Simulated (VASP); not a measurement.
# Tl (P4/mmm) in VASP: single point with PBE

Aim: the single point of Tl with PBE.

Everything below comes from runs of VASP 6.6.1. Logs are shortened: lines on timing, memory, paths and dates and some standing lists are left out, and cuts for length are marked.

**1. The cell of the first run**

Symmetry: P4/mmm, No. 123, tetragonal system. The conventional cell has a = 4.438 Å, b = 4.438 Å, c = 6.313 Å, α = 90.00°, β = 90.00°, γ = 90.00°. Within 4.1 Å of Tl (site symmetry 4/mmm) lie 4 Tl at 3.14 Å. Within 4.1 Å of Tl (site symmetry 4/mmm) lie 6 Tl at 3.14 to 3.16 Å. Tl (site symmetry 4/mmm) has 2 Tl at 3.16 Å within 4.2 Å.

**2. Single point, PBE**

The input, POSCAR:

```
Tl
1.0
    4.4383577652      0.0000000000      0.0000000000
    0.0000000000      4.4383577652      0.0000000000
    0.0000000000      0.0000000000      6.3130653498
Tl
3
Direct
    0.0000000000      0.0000000000      0.5000000000
    0.5000000000      0.5000000000      0.5000000000
    0.5000000000      0.5000000000      0.0000000000
```

The input, INCAR.step1:

```
SYSTEM = Tl
PREC = Accurate
ENCUT = 520
EDIFF = 1E-6
ISMEAR = 0
SIGMA = 0.1
LREAL = .FALSE.
LASPH = .TRUE.
NELM = 80
ALGO = Fast
ISIF = 2
LWAVE = .FALSE.
LCHARG = .TRUE.
GGA = PE
NBANDS = 26
```

The input, KPOINTS.step1:

```
Automatic mesh
0
G
  10 10 8
  0 0 0
```

The input, INCAR.step2:

```
SYSTEM = Tl
PREC = Accurate
ENCUT = 520
EDIFF = 1E-6
ISMEAR = -5
SIGMA = 0.1
LREAL = .FALSE.
LASPH = .TRUE.
NELM = 80
ALGO = Fast
ISIF = 2
LWAVE = .FALSE.
LCHARG = .FALSE.
GGA = PE
LORBIT = 10
NEDOS = 1001
ICHARG = 11
```

The input, KPOINTS.step2:

```
Automatic mesh
0
G
  15 15 12
  0 0 0
```

Potentials or basis: VASP PAW PBE potentials, release 64 (Tl_d).

On the command line:

```
> cat potpaw_PBE.64/Tl_d/POTCAR > POTCAR
> cp INCAR.step1 INCAR
> cp KPOINTS.step1 KPOINTS
> mpirun -np 1 vasp_std > vasp.out
> cp INCAR.step2 INCAR
> cp KPOINTS.step2 KPOINTS
> mpirun -np 1 vasp_std > vasp.out
```

OUTCAR:

```text
SYSTEM = Tl
   PREC = Accurate
   ENCUT = 520
   EDIFF = 1E-6
   ISMEAR = -5
   LREAL = .FALSE.
   LASPH = .TRUE.
   NELM = 80
   ISIF = 2
   GGA = PE
   LORBIT = 10
   ICHARG = 11

 ion  position               nearest neighbor table
   1  0.000  0.000  0.500-   2 3.14   2 3.14   2 3.14   2 3.14
   2  0.500  0.500  0.500-   1 3.14   1 3.14   1 3.14   1 3.14   3 3.16   3 3.16
   3  0.500  0.500  0.000-   2 3.16   2 3.16

  LATTYP: Found a simple tetragonal cell.
 ALAT       =     4.4383577652
 C/A-ratio  =     1.4223876676

  Lattice vectors:

 A1 = (   4.4383577652,   0.0000000000,   0.0000000000)
 A2 = (   0.0000000000,   4.4383577652,   0.0000000000)
 A3 = (   0.0000000000,   0.0000000000,   6.3130653498)

Analysis of symmetry for initial positions (statically):
=====================================================================
 Subroutine PRICEL returns:
 Original cell was already a primitive cell.

 Routine SETGRP: Setting up the symmetry group for a
 simple tetragonal supercell.

 Subroutine GETGRP returns: Found 16 space group operations
 (whereof 16 operations were pure point group operations)
 out of a pool of 16 trial point group operations.

The static configuration has the point symmetry D_4h.

Analysis of symmetry for dynamics (positions and initial velocities):
=====================================================================
 Subroutine PRICEL returns:
 Original cell was already a primitive cell.

 Routine SETGRP: Setting up the symmetry group for a
 simple tetragonal supercell.

 Subroutine GETGRP returns: Found 16 space group operations
 (whereof 16 operations were pure point group operations)
 out of a pool of 16 trial point group operations.

The dynamic configuration has the point symmetry D_4h.

 Subroutine INISYM returns: Found 16 space group operations
 (whereof 16 operations are pure point group operations),
 and found     1 'primitive' translations

----------------------------------------------------------------------------------------

                                     Primitive cell

  volume of cell :     124.3612

  direct lattice vectors                    reciprocal lattice vectors
     4.438357765  0.000000000  0.000000000     0.225308561  0.000000000  0.000000000
     0.000000000  4.438357765  0.000000000     0.000000000  0.225308561  0.000000000
     0.000000000  0.000000000  6.313065350     0.000000000  0.000000000  0.158401655

  length of vectors
     4.438357765  4.438357765  6.313065350     0.225308561  0.225308561  0.158401655

  position of ions in fractional coordinates (direct lattice)
     0.000000000  0.000000000  0.500000000
     0.500000000  0.500000000  0.500000000
     0.500000000  0.500000000  0.000000000

  ion indices of the primitive-cell ions
   primitive index   ion index
                 1           1
                 2           2
                 3           3

----------------------------------------------------------------------------------------

 KPOINTS: Automatic mesh

Automatic generation of k-mesh.
 Grid dimensions read from file:
 generate k-points for:   15   15   12

 Generating k-lattice:

  Cartesian coordinates                     Fractional coordinates (reciprocal lattice)
     0.015020571  0.000000000  0.000000000     0.066666667  0.000000000  0.000000000
     0.000000000  0.015020571  0.000000000     0.000000000  0.066666667  0.000000000
     0.000000000  0.000000000  0.013200138     0.000000000  0.000000000  0.083333333

  Length of vectors
     0.015020571  0.015020571  0.013200138

  Shift w.r.t. Gamma in fractional coordinates (k-lattice)
     0.000000000  0.000000000  0.000000000

 TETIRR: Found   4038 inequivalent tetrahedra from    16200

 Subroutine IBZKPT returns following result:
 ===========================================

 Found    252 irreducible k-points:

 Following reciprocal coordinates:
            Coordinates               Weight
  0.000000  0.000000  0.000000      1.000000
  0.066667  0.000000  0.000000      4.000000
  0.133333  0.000000  0.000000      4.000000
  0.200000  0.000000  0.000000      4.000000
  0.266667  0.000000  0.000000      4.000000
  0.333333  0.000000  0.000000      4.000000
[... 16 lines left out ...]
  0.266667  0.200000  0.000000      8.000000
  0.333333  0.200000  0.000000      8.000000
 [... further k-points ...]
   k-points           NKPTS =    252   k-points in BZ     NKDIM =    252   number of bands    NBANDS=     23
   number of dos      NEDOS =   1001   number of ions     NIONS =      3
   total plane-waves  NPLWV =  62208
   dimension x,y,z NGX =    36 NGY =   36 NGZ =   48
   dimension x,y,z NGXF=    72 NGYF=   72 NGZF=   96
   ions per type =               3
   NGX,Y,Z   is equivalent  to a cutoff of  13.48, 13.48, 12.64 a.u.
   NGXF,Y,Z  is equivalent  to a cutoff of  26.97, 26.97, 25.28 a.u.
 SYSTEM =  Tl
   PREC   = accura    normal or accurate (medium, high low for compatibility)
   ISTART =      0    job   : 0-new  1-cont  2-samecut
   ICHARG =     11    charge: 1-file 2-atom 10-const
   ISPIN  =      1    spin polarized calculation?
   LNONCOLLINEAR =      F non collinear calculations
   LSORBIT =      F    spin-orbit coupling
   LASPH  =      T    aspherical Exc in radial PAW
   ENCUT  =  520.0 eV  38.22 Ry    6.18 a.u.   8.25  8.25 11.74*2*pi/ulx,y,z
   NELM   =     80;   NELMIN=  2; NELMDL=  0     # of ELM steps
   EDIFF  = 0.1E-05   stopping-criterion for ELM
   LREAL  =      F    real-space projection
   EDIFFG = 0.1E-04   stopping-criterion for IOM
   NSW    =      0    number of steps for IOM
   IBRION =     -1    ionic relax: 0-MD 1-quasi-New 2-CG
   NFREE  =      0    steps in history (QN), initial steepest desc. (CG)
   ISIF   =      2    stress and relaxation
   ISYM   =      2    0-nonsym 1-usesym 2-fastsym
   POTIM  = 0.5000    time-step for ionic-motion
   TEBEG  =    0.0;   TEEND  =   0.0 temperature during run
   PSTRESS=    0.0 pullay stress
   NELECT =      39.0000    total number of electrons
   NUPDOWN=      -1.0000    fix difference up-down
   EMIN   =  10.00;   EMAX   =-10.00  energy-range for DOS
   EFERMI =   0.00;   METHOD = LEGACY
   ISMEAR =    -5;   SIGMA  =   0.10  broadening in eV -4-tet -1-fermi 0-gaus
   EFERMI_NEDOS =   21; number of points for ismear=-14 and -15
   IALGO  =     68    algorithm
   IMIX   =      4    mixing-type and parameters
     AMIX     =   0.40;   BMIX     =  1.00
     AMIX_MAG =   1.60;   BMIX_MAG =  1.00
  volume/ion in A,a.u.               =      41.45       279.74
  Fermi-wavevector in a.u.,A,eV,Ry     =   1.112247  2.101843 16.831690  1.237094
  Thomas-Fermi vector in A             =   2.248819
   LORBIT       =     10    0 simple, 1 ext, 2 COOP (PROOUT), +10 PAW based schemes
   GGA     = PE    functional components
   LHFCALC =     F    Hartree Fock is set to
   AEXX    =    0.0000 exact exchange contribution
   IVDW    =     0    specifies the selected vdW correction
   LEPSILON=     F    determine dielectric tensor
   LRPA    =     F    only Hartree local field effects (RPA)
 non-spin polarized calculation
 RMM-DIIS sequential band-by-band and
 Fermi weights with tetrahedron method with Bloechl corrections
  energy-cutoff  :      520.00
  volume of cell :      124.36
 maximum number of plane-waves:      3384
 NGX is ok and might be reduce to    36

 number of electron      38.9999993 magnetization

 Free energy of the ion-electron system (eV)
  ---------------------------------------------------
  ext. energy  EPLUGINS =         0.00000000
  ---------------------------------------------------
  free energy    TOTEN  =        -5.82594912 eV

  energy without entropy =       -5.82594912  energy(sigma->0) =       -5.82594912

 E-fermi :   3.5548     XC(G=0):  -8.2717

 val. band max:        3.5814720708   @ k =   0.4000   0.1333   0.0000
 cond. band min:       3.5052854936   @ k =   0.4000   0.2667   0.0833
 fundamental gap:     -0.0761865772
 Fermi energy:         3.5548228637

 k-point     1 :       0.0000    0.0000    0.0000
  band No.  band energies     occupation
      1      -8.7649      2.00000
      2      -8.6235      2.00000
      3      -8.4789      2.00000
      4      -8.2861      2.00000
      5      -8.2861      2.00000
      6      -8.2261      2.00000
[... 15 lines left out ...]
     22       7.2154      0.00000
     23       7.4541      0.00000

 k-point     2 :       0.0667    0.0000    0.0000
  band No.  band energies     occupation
      1      -8.7524      2.00000
      2      -8.6198      2.00000
      3      -8.4690      2.00000
      4      -8.2847      2.00000
      5      -8.2833      2.00000
      6      -8.2210      2.00000
[... 15 lines left out ...]
     22       7.0949      0.00000
     23       7.1263      0.00000

 k-point     3 :       0.1333    0.0000    0.0000
  band No.  band energies     occupation
      1      -8.7154      2.00000
      2      -8.6098      2.00000
      3      -8.4401      2.00000
      4      -8.2806      2.00000
      5      -8.2751      2.00000
      6      -8.2060      2.00000
[... 15 lines left out ...]
     22       6.4628      0.00000
     23       6.8677      0.00000
[... 495 lines left out ...]
 k-point    23 :       0.2667    0.2000    0.0000
  band No.  band energies     occupation
      1      -8.6403      2.00000
      2      -8.4957      2.00000
      3      -8.3133      2.00000
      4      -8.2663      2.00000
      5      -8.2228      2.00000
      6      -8.1093      2.00000
[... 15 lines left out ...]
     22       5.8940      0.00000
     23       6.0778      0.00000

 k-point    24 :       0.3333    0.2000    0.0000
  band No.  band energies     occupation
      1      -8.6157      2.00000
      2      -8.4593      2.00000
      3      -8.3112      2.00000
      4      -8.2328      2.00000
      5      -8.2050      2.00000
      6      -8.1095      2.00000
[... 15 lines left out ...]
     22       5.5719      0.00000
     23       5.6673      0.00000

 [... further k-points ...]

------------------------ aborting loop because EDIFF is reached ----------------------------------------

  FORCE on cell =-STRESS in cart. coord.  units (eV):
  Direction    XX          YY          ZZ          XY          YZ          ZX
  --------------------------------------------------------------------------------------
  -------------------------------------------------------------------------------------
  Total       -0.0810030     -0.0810030      0.2682835      0.0000000      0.0000000     -0.0000000
  in kB       -1.0435819     -1.0435819      3.4563655      0.0000000      0.0000000     -0.0000000
  external PRESSURE =       0.4564006 kB  Pullay stress =       0.0000000 kB

 VOLUME and BASIS-vectors are now :
 -----------------------------------------------------------------------------
  energy-cutoff  :      520.00
  volume of cell :      124.36
      direct lattice vectors                 reciprocal lattice vectors
     4.438357765  0.000000000  0.000000000     0.225308561  0.000000000  0.000000000
     0.000000000  4.438357765  0.000000000     0.000000000  0.225308561  0.000000000
     0.000000000  0.000000000  6.313065350     0.000000000  0.000000000  0.158401655

 POSITION                                       TOTAL-FORCE (eV/Angst)
 -----------------------------------------------------------------------------------
      0.00000      0.00000      3.15653         0.000000      0.000000      0.000000
      2.21918      2.21918      3.15653         0.000000      0.000000      0.000000
      2.21918      2.21918      0.00000         0.000000      0.000000      0.000000
 -----------------------------------------------------------------------------------
    total drift:                                0.000000      0.000000      0.000000

  FREE ENERGIE OF THE ION-ELECTRON SYSTEM (eV)
  ---------------------------------------------------
  free  energy   TOTEN  =        -5.8259491198 eV

  energy  without entropy=       -5.8259491198  energy(sigma->0) =       -5.82594912

 total charge

# of ion       s       p       d       tot
------------------------------------------
    1        1.191   0.366   9.637  11.194
    2        1.163   0.446   9.635  11.244
    3        1.219   0.283   9.640  11.142
--------------------------------------------------
tot          3.574   1.095  28.912  33.580
```

Run time: 3.2 min. Hardware: 1 thread of Intel Xeon 6975P-C (Granite Rapids), shared host; peak memory 0.63 GiB.

Results:

| Quantity | Value |
| --- | --- |
| Valence electrons inside the program's atomic spheres | Tl 11.19, 11.24, 11.14 |

Caveat: spin-orbit coupling is left out, which moves the levels of the heavy elements; tetrahedron occupations give inexact forces and stress in metals.
